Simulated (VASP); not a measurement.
# Hf2MgO2 (I4/mmm) in VASP: notebook

Runs on Hf2MgO2. Level: PBE. Tasks: single point, relaxation of cell and atoms.

All numbers are computed with VASP 6.6.1; they aren't measurements. Logs are shortened: lines on timing, memory, paths and dates and some standing lists are left out, and cuts for length are marked.

### 1 The cell of the first run

Symmetry: I4/mmm, No. 139, tetragonal system. The conventional cell has a = 3.574 Å, b = 3.574 Å, c = 11.608 Å, α = 90.00°, β = 90.00°, γ = 90.00°. Within 2.0 Å of Mg (site symmetry 4/mmm) lie 2 O at 1.53 Å. Hf (site symmetry 4mm) has 5 O at 2.45 to 2.55 Å and 4 Mg at 3.12 Å within 3.2 Å. Within 2.0 Å of O (site symmetry 4mm) lie 1 Mg at 1.53 Å.

### 2 Single point, PBE

Contents of INCAR:

```
SYSTEM = Hf2MgO2
PREC = Accurate
ENCUT = 520
EDIFF = 1E-6
ISMEAR = 0
SIGMA = 0.1
LREAL = .False.
LASPH = .True.
NELM = 80
ALGO = Normal
ISIF = 2
LWAVE = .False.
LCHARG = .True.
GGA = PE
LELF = .True.
LVHAR = .True.
NBANDS = 25
```

Contents of KPOINTS:

```
Automatic mesh
0
Gamma
  6 6 6
  0 0 0
```

Contents of POSCAR:

```
Hf2MgO2
1.0
   -1.7869158400      1.7869158400      5.8037694700
    1.7869158400     -1.7869158400      5.8037694700
    1.7869158400      1.7869158400     -5.8037694700
Mg Hf O
1 2 2
Direct
    0.0000000000      0.0000000000      0.0000000000
    0.6574000100      0.6574000100      0.0000000000
    0.3425999900      0.3425999900      0.0000000000
    0.8686000100      0.8686000100      0.0000000000
    0.1313999900      0.1313999900      0.0000000000
```

Potentials or basis: VASP PAW PBE potentials, release 64 (Mg, Hf_pv, O).

On the command line:

```console
cat potpaw_PBE.64/Mg/POTCAR potpaw_PBE.64/Hf_pv/POTCAR potpaw_PBE.64/O/POTCAR > POTCAR
mpirun -np 1 vasp_std > vasp.out
```

OUTCAR:

```text
SYSTEM = Hf2MgO2
   PREC = Accurate
   ENCUT = 520
   EDIFF = 1E-6
   ISMEAR = 0
   LREAL = .False.
   LASPH = .True.
   NELM = 80
   ISIF = 2
   GGA = PE

 ion  position               nearest neighbor table
   1  0.000  0.000  0.000-   4 1.53   5 1.53   2 3.12   3 3.12   2 3.12   2 3.12   2 3.12   3 3.12
                             3 3.12   3 3.12
   2  0.657  0.657  0.000-   4 2.45   5 2.55   5 2.55   5 2.55   5 2.55   1 3.12   1 3.12   1 3.12
                             1 3.12   3 3.32   3 3.32   3 3.32   3 3.32   3 3.65
   3  0.343  0.343  0.000-   5 2.45   4 2.55   4 2.55   4 2.55   4 2.55   1 3.12   1 3.12   1 3.12
                             1 3.12   2 3.32   2 3.32   2 3.32   2 3.32   2 3.65
   4  0.869  0.869  0.000-   1 1.53   2 2.45   3 2.55   3 2.55   3 2.55   3 2.55
   5  0.131  0.131  0.000-   1 1.53   3 2.45   2 2.55   2 2.55   2 2.55   2 2.55

  LATTYP: Found a body centered tetragonal cell.
 ALAT       =     3.5738316800
 C/A-ratio  =     3.2479254703

  Lattice vectors:

 A1 = (  -1.7869158400,   1.7869158400,   5.8037694700)
 A2 = (   1.7869158400,  -1.7869158400,   5.8037694700)
 A3 = (   1.7869158400,   1.7869158400,  -5.8037694700)

Analysis of symmetry for initial positions (statically):
=====================================================================
 Subroutine PRICEL returns:
 Original cell was already a primitive cell.

 Routine SETGRP: Setting up the symmetry group for a
 body centered tetragonal supercell.

 Subroutine GETGRP returns: Found 16 space group operations
 (whereof 16 operations were pure point group operations)
 out of a pool of 16 trial point group operations.

The static configuration has the point symmetry D_4h.

Analysis of symmetry for dynamics (positions and initial velocities):
=====================================================================
 Subroutine PRICEL returns:
 Original cell was already a primitive cell.

 Routine SETGRP: Setting up the symmetry group for a
 body centered tetragonal supercell.

 Subroutine GETGRP returns: Found 16 space group operations
 (whereof 16 operations were pure point group operations)
 out of a pool of 16 trial point group operations.

The dynamic configuration has the point symmetry D_4h.

 Subroutine INISYM returns: Found 16 space group operations
 (whereof 16 operations are pure point group operations),
 and found     1 'primitive' translations

----------------------------------------------------------------------------------------

                                     Primitive cell

  volume of cell :      74.1273

  direct lattice vectors                    reciprocal lattice vectors
    -1.786915840  1.786915840  5.803769470     0.000000000  0.279811723  0.086150906
     1.786915840 -1.786915840  5.803769470     0.279811723  0.000000000  0.086150906
     1.786915840  1.786915840 -5.803769470     0.279811723  0.279811723  0.000000000

  length of vectors
     6.330077132  6.330077132  6.330077132     0.292773938  0.292773938  0.395713534

  position of ions in fractional coordinates (direct lattice)
     0.000000000  0.000000000  0.000000000
     0.657400010  0.657400010  0.000000000
     0.342599990  0.342599990  0.000000000
     0.868600010  0.868600010  0.000000000
     0.131399990  0.131399990  0.000000000

  ion indices of the primitive-cell ions
   primitive index   ion index
                 1           1
                 2           2
                 3           3
                 4           4
                 5           5

----------------------------------------------------------------------------------------

 KPOINTS: Automatic mesh

Automatic generation of k-mesh.
 Grid dimensions read from file:
 generate k-points for:    6    6    6

 Generating k-lattice:

  Cartesian coordinates                     Fractional coordinates (reciprocal lattice)
     0.000000000  0.046635287  0.014358484     0.166666667  0.000000000 -0.000000000
     0.046635287  0.000000000  0.014358484     0.000000000  0.166666667 -0.000000000
     0.046635287  0.046635287  0.000000000     0.000000000  0.000000000  0.166666667

  Length of vectors
     0.048795656  0.048795656  0.065952256

  Shift w.r.t. Gamma in fractional coordinates (k-lattice)
     0.000000000  0.000000000  0.000000000

 Subroutine IBZKPT returns following result:
 ===========================================

 Found     30 irreducible k-points:

 Following reciprocal coordinates:
            Coordinates               Weight
  0.000000  0.000000  0.000000      1.000000
  0.166667 -0.000000  0.000000      8.000000
  0.333333  0.000000 -0.000000      8.000000
  0.500000 -0.000000  0.000000      4.000000
  0.166667  0.166667  0.000000      8.000000
  0.333333  0.166667  0.000000     16.000000
[... 16 lines left out ...]
 -0.333333 -0.333333  0.166667      8.000000
 -0.166667 -0.333333  0.166667      8.000000
 [... further k-points ...]
[... 70 lines left out ...]
 fundamental gap:      0.0694068454
 Fermi energy:         5.6242680556

 k-point     1 :       0.0000    0.0000    0.0000
  band No.  band energies     occupation
      1     -26.4241      2.00000
      2     -26.4241      2.00000
      3     -26.3140      2.00000
      4     -26.3140      2.00000
      5     -26.2961      2.00000
      6     -26.0672      2.00000
[... 17 lines left out ...]
     24       8.2258      0.00000
     25       8.3704      0.00000

 k-point     2 :       0.1667   -0.0000    0.0000
  band No.  band energies     occupation
      1     -26.4624      2.00000
      2     -26.4129      2.00000
      3     -26.3874      2.00000
      4     -26.3175      2.00000
      5     -26.2501      2.00000
      6     -26.0696      2.00000
[... 17 lines left out ...]
     24       8.1611      0.00000
     25       8.9291      0.00000

 k-point     3 :       0.3333    0.0000   -0.0000
  band No.  band energies     occupation
      1     -26.5307      2.00000
      2     -26.4900      2.00000
      3     -26.3852      2.00000
      4     -26.3299      2.00000
      5     -26.1956      2.00000
      6     -26.0871      2.00000
[... 17 lines left out ...]
     24       8.7741      0.00000
     25       9.8606      0.00000

 k-point     4 :       0.5000   -0.0000    0.0000
  band No.  band energies     occupation
      1     -26.5521      2.00000
      2     -26.5491      2.00000
      3     -26.3556      2.00000
      4     -26.3519      2.00000
      5     -26.1547      2.00000
      6     -26.1134      2.00000
[... 17 lines left out ...]
     24       9.5449      0.00000
     25       9.7165      0.00000

 k-point     5 :       0.1667    0.1667    0.0000
  band No.  band energies     occupation
      1     -26.4601      2.00000
      2     -26.4405      2.00000
      3     -26.4145      2.00000
      4     -26.3349      2.00000
      5     -26.2280      2.00000
      6     -26.0778      2.00000
[... 17 lines left out ...]
     24       8.2027      0.00000
     25       9.4217      0.00000

 k-point     6 :       0.3333    0.1667    0.0000
  band No.  band energies     occupation
      1     -26.5228      2.00000
      2     -26.4928      2.00000
      3     -26.4141      2.00000
      4     -26.3505      2.00000
      5     -26.1856      2.00000
      6     -26.0997      2.00000
[... 17 lines left out ...]
     24       9.2781      0.00000
     25       9.4474      0.00000
[... 393 lines left out ...]
 k-point    21 :      -0.3333    0.5000    0.1667
  band No.  band energies     occupation
      1     -26.5258      2.00000
      2     -26.4892      2.00000
      3     -26.4166      2.00000
      4     -26.3487      2.00000
      5     -26.1647      2.00000
      6     -26.1210      2.00000
[... 17 lines left out ...]
     24       9.3566      0.00000
     25       9.5700      0.00000

 k-point    22 :      -0.1667    0.5000    0.1667
  band No.  band energies     occupation
      1     -26.5351      2.00000
      2     -26.4852      2.00000
      3     -26.3871      2.00000
      4     -26.3280      2.00000
      5     -26.1768      2.00000
      6     -26.1069      2.00000
[... 17 lines left out ...]
     24       8.9106      0.00000
     25       9.4385      0.00000

 k-point    23 :      -0.3333   -0.3333    0.1667
  band No.  band energies     occupation
      1     -26.4621      2.00000
      2     -26.4441      2.00000
      3     -26.4097      2.00000
      4     -26.3329      2.00000
      5     -26.2086      2.00000
      6     -26.0993      2.00000
[... 17 lines left out ...]
     24       8.8588      0.00000
     25       9.2325      0.00000

 k-point    24 :      -0.1667   -0.3333    0.1667
  band No.  band energies     occupation
      1     -26.4650      2.00000
      2     -26.4146      2.00000
      3     -26.3828      2.00000
      4     -26.3158      2.00000
      5     -26.2355      2.00000
      6     -26.0870      2.00000
[... 17 lines left out ...]
     24       8.6058      0.00000
     25       8.8790      0.00000

 [... further k-points ...]
[... 5 lines left out ...]
  --------------------------------------------------------------------------------------
  -------------------------------------------------------------------------------------
  Total       -8.4554221     -8.4554221     39.0816734      0.0000000      0.0000000      0.0000000
  in kB     -182.7542705   -182.7542705    844.7056344      0.0000000      0.0000000      0.0000000
  external PRESSURE =     159.7323644 kB  Pullay stress =       0.0000000 kB

 VOLUME and BASIS-vectors are now :
 -----------------------------------------------------------------------------
  energy-cutoff  :      520.00
  volume of cell :       74.13
      direct lattice vectors                 reciprocal lattice vectors
    -1.786915840  1.786915840  5.803769470     0.000000000  0.279811723  0.086150906
     1.786915840 -1.786915840  5.803769470     0.279811723  0.000000000  0.086150906
     1.786915840  1.786915840 -5.803769470     0.279811723  0.279811723  0.000000000

 POSITION                                       TOTAL-FORCE (eV/Angst)
 -----------------------------------------------------------------------------------
      0.00000      0.00000      0.00000         0.000000      0.000000      0.000000
      0.00000      0.00000      7.63080         0.000000      0.000000      0.923389
      0.00000      0.00000      3.97674         0.000000      0.000000     -0.923389
      0.00000      0.00000     10.08231        -0.000000     -0.000000    -14.344039
      0.00000      0.00000      1.52523         0.000000      0.000000     14.344039
 -----------------------------------------------------------------------------------
    total drift:                                0.000000      0.000000      0.000000

  FREE ENERGIE OF THE ION-ELECTRON SYSTEM (eV)
  ---------------------------------------------------
  free  energy   TOTEN  =       -33.5824536603 eV

  energy  without entropy=      -33.5682859658  energy(sigma->0) =      -33.57536981
```

It took 98 s on 1 thread of Intel Xeon Platinum 8488C (Sapphire Rapids), shared host; peak memory 0.34 GiB.

What came out:

```
Free energy            : -33.5825 eV
Pressure               : 16.0 GPa
Largest force          : 14.344 eV/Å
Band gap on the k mesh : zero (band 17 reaches 5.84 eV, above the bottom of band 18 at 5.15 eV)
```

Forces in eV/Å, atoms in the order of the input:
```
Mg    0.000   0.000   0.000
Hf    0.000   0.000   0.923
Hf    0.000   0.000  -0.923
O     0.000   0.000 -14.344
O     0.000   0.000  14.344
```

Caveat: the k points lie up to 0.41 Å⁻¹ apart; spin-orbit coupling is left out, which moves the levels of the heavy elements; forces of over 1 eV/Å act on the atoms, so gaps and moduli don't describe the material at rest.

### 3 Single point, PBE

This run uses another cell than the first one, of 14.88 Å³/atom, 1.003 times its volume.

Contents of INCAR:

```
SYSTEM = Hf2MgO2
PREC     = Accurate       ! precision mode
ENCUT    = 520            ! plane-wave cutoff, eV
EDIFF    = 1E-6           ! SCF threshold, eV
ISMEAR   = 0              ! smearing method
SIGMA    = 0.1            ! smearing width, eV
LREAL    = .False.        ! projectors in reciprocal space
LASPH    = .True.         ! aspherical terms in the spheres
NELM     = 100            ! most SCF steps
ALGO     = Normal         ! electronic algorithm
ISIF     = 2              ! what is computed and relaxed
LWAVE    = .False.        ! write WAVECAR
LCHARG   = .False.        ! write CHGCAR
GGA      = PE             ! functional
NBANDS   = 25             ! bands
```

KPOINTS is that of step 2.

Contents of POSCAR:

```
Hf2MgO2
1.0
   -1.5099881937      1.5099881937      8.1551552356
    1.5099881937     -1.5099881937      8.1551552356
    1.5099881937      1.5099881937     -8.1551552356
Mg Hf O
1 2 2
Direct
    0.0000000000      0.0000000000      0.0000000000
    0.6735621830      0.6735621830      0.0000000000
    0.3264378170      0.3264378170      0.0000000000
    0.8702316244      0.8702316244      0.0000000000
    0.1297683756      0.1297683756      0.0000000000
```

Potentials or basis: VASP PAW PBE potentials, release 64 (Mg, Hf_pv, O).

On the command line:

```console
cat potpaw_PBE.64/Mg/POTCAR potpaw_PBE.64/Hf_pv/POTCAR potpaw_PBE.64/O/POTCAR > POTCAR
mpirun -np 1 vasp_std > vasp.out
```

Run time: 4.6 min. Hardware: 1 thread of Intel Xeon Platinum 8488C (Sapphire Rapids), shared host; peak memory 0.54 GiB.

It converged, with:

| Quantity | Value |
| --- | --- |
| Free energy | -40.6147 eV |
| Pressure | -1.5 GPa |
| Largest force | 0.085 eV/Å |
| Band gap on the k mesh | zero (band 17 reaches 6.11 eV, above the bottom of band 18 at 4.15 eV) |

Forces on the atoms (eV/Å):
```
Mg   0.000  0.000  0.000
Hf   0.000  0.000 -0.029
Hf   0.000  0.000  0.029
O    0.000  0.000 -0.085
O    0.000  0.000  0.085
```

Stress tensor (GPa, compression positive):
```
-1.91  0.00  0.00
 0.00 -1.91  0.00
 0.00  0.00 -0.82
```

Levels at points of the mesh, in eV from the Fermi level:
```tsv
k point	band 14	band 15	band 16	band 17	band 18	band 19	band 20	band 21
(0.00, 0.00, 0.00)	-4.80	-4.07	-2.00	-1.10	-0.62	1.64	2.79	3.23
(0.50, 0.00, 0.00)	-5.58	-1.51	-0.72	-0.62	0.70	1.31	2.56	3.76
(0.50, 0.50, 0.00)	-5.77	-0.32	-0.31	0.85	1.68	2.67	2.93	3.40
(0.50, 0.50, 0.50)	-4.80	-2.81	-2.60	-2.01	-1.09	2.70	3.22	3.22
```

Caveat: the k points lie up to 0.49 Å⁻¹ apart; spin-orbit coupling is left out, which moves the levels of the heavy elements.

### 4 Relaxation of cell and atoms, PBE

Contents of INCAR:

```
SYSTEM = Hf2MgO2
PREC = Accurate
ENCUT = 600
EDIFF = 1E-6
ISMEAR = 0
SIGMA = 0.1
LREAL = .False.
LASPH = .True.
NELM = 100
ALGO = Normal
ISIF = 3
LWAVE = .False.
LCHARG = .False.
GGA = PE
IBRION = 2
NSW = 90
EDIFFG = -0.04
```

Contents of KPOINTS:

```
regular mesh
0
Gamma
  6 6 6
  0 0 0
```

Contents of POSCAR:

```
Hf2MgO2
1.0
   -1.7869158400      1.7869158400      5.8037694700
    1.7869158400     -1.7869158400      5.8037694700
    1.7869158400      1.7869158400     -5.8037694700
Mg Hf O
1 2 2
Direct
    0.0000000000      0.0000000000      0.0000000000
    0.6574000100      0.6574000100      0.0000000000
    0.3425999900      0.3425999900      0.0000000000
    0.8686000100      0.8686000100      0.0000000000
    0.1313999900      0.1313999900      0.0000000000
```

On the command line:

```console
cat potpaw_PBE.64/Mg/POTCAR potpaw_PBE.64/Hf_pv/POTCAR potpaw_PBE.64/O/POTCAR > POTCAR
mpirun -np 1 vasp_std > vasp.out
```

Run time: 26 min. Hardware: 1 thread of Intel Xeon Platinum 8488C (Sapphire Rapids), shared host; peak memory 0.47 GiB.

It converged, with:

```
Free energy                            : -40.3812 eV
Relaxed volume                         : 14.42 Å³/atom
Relaxed cell                           : a = 8.142 Å, b = 8.142 Å, c = 8.142 Å, α = 158.56°, β = 158.56°, γ = 30.51°
Space group after relaxing (to 0.05 Å) : I4/mmm (No. 139)
Energy gained by relaxing              : 1358.5 meV/atom
Ionic steps                            : 14
Pressure after relaxing                : 0.2 GPa
Largest force after relaxing           : 0.027 eV/Å
Band gap on the k mesh                 : zero (band 17 reaches 6.33 eV, above the bottom of band 18 at 3.74 eV)
```

Forces in eV/Å, atoms in the order of the input:
```
Mg   0.000  0.000  0.000
Hf   0.000  0.000  0.027
Hf   0.000  0.000 -0.027
O    0.000  0.000 -0.011
O    0.000  0.000  0.011
```

Stress tensor (GPa, compression positive):
```
0.26 0.00 0.00
0.00 0.26 0.00
0.00 0.00 0.14
```

Step by step:
```csv
step,energy change (eV),largest force (eV/Å),pressure (GPa),volume (Å³)
1,0.0000,14.3396,15.88,74.13
2,-5.6014,1.0594,-19.09,86.00
3,-5.6086,1.0496,-19.11,86.04
4,-5.7976,3.0488,31.94,64.06
5,-6.6292,0.8866,0.25,73.30
6,-6.6299,0.9293,0.90,73.03
7,-6.7440,0.5706,0.56,72.52
8,-6.7702,0.4894,-0.07,71.79
9,-6.7878,0.0730,0.22,72.11
10,-6.7884,0.0319,0.17,72.07
11,-6.7921,0.0974,-0.13,72.20
12,-6.7921,0.1013,-0.18,72.21
13,-6.7924,0.0202,0.44,72.05
14,-6.7925,0.0273,0.22,72.10
```

Final structure:
```
Mg Hf O
1.0
    -1.51485    1.51485    7.85528
     1.51485   -1.51485    7.85528
     1.51485    1.51485   -7.85528
Mg Hf O
1 2 2
Cartesian
  0.0000 0.0000 0.0000
  0.0000 0.0000 10.3281
  0.0000 0.0000 5.3825
  0.0000 0.0000 12.5638
  1.5149 1.5149 -4.7085
```

Levels at points of the mesh, in eV from the Fermi level:
| k point | band 14 | band 15 | band 16 | band 17 | band 18 | band 19 | band 20 | band 21 |
| --- | --- | --- | --- | --- | --- | --- | --- | --- |
| (0.00, 0.00, 0.00) | -4.59 | -4.59 | -2.52 | -1.93 | -0.68 | 1.85 | 2.27 | 3.77 |
| (0.50, 0.00, 0.00) | -5.95 | -2.12 | -1.85 | -0.57 | 0.79 | 1.68 | 2.50 | 3.38 |
| (0.50, 0.50, 0.00) | -5.35 | -0.23 | -0.19 | 0.68 | 0.68 | 1.34 | 2.60 | 2.73 |
| (0.50, 0.50, 0.50) | -4.59 | -4.04 | -2.54 | -2.21 | -1.91 | 1.93 | 3.05 | 3.64 |

Caveat: the k points lie up to 0.49 Å⁻¹ apart in the final cell; spin-orbit coupling is left out, which moves the levels of the heavy elements.

### 5 Overview

| task | cell | cutoff (eV) | gap on the mesh (eV) | pressure (GPa) | largest force (eV/Å) |
| --- | --- | --- | --- | --- | --- |
| single point | a = 6.330 Å, angles 147.2, 147.2, 47.1°, 5 atoms | 520 | none | 16.0 | 14.34 |
| single point | a = 8.430 Å, angles 159.4, 159.4, 29.3°, 5 atoms | 520 | none | -1.5 | 0.08 |
| relaxation of cell and atoms | relaxed from a = 6.330 Å, angles 147.2, 147.2, 47.1°, 5 atoms | 600 | none | 0.2 | 0.03 |

Alike in all rows: level PBE; potentials or basis VASP PAW PBE potentials, release 64 (Mg, Hf_pv, O); no spin polarisation; k mesh 6 × 6 × 6; smearing gaussian 0.1 eV.

Caveats: all runs use coarse meshes; spin-orbit coupling is left out, which moves the levels of the heavy elements; forces of over 1 eV/Å act on the atoms, so gaps and moduli don't describe the material at rest (some runs).

Absolute energies hang on the potentials; compare differences alone.
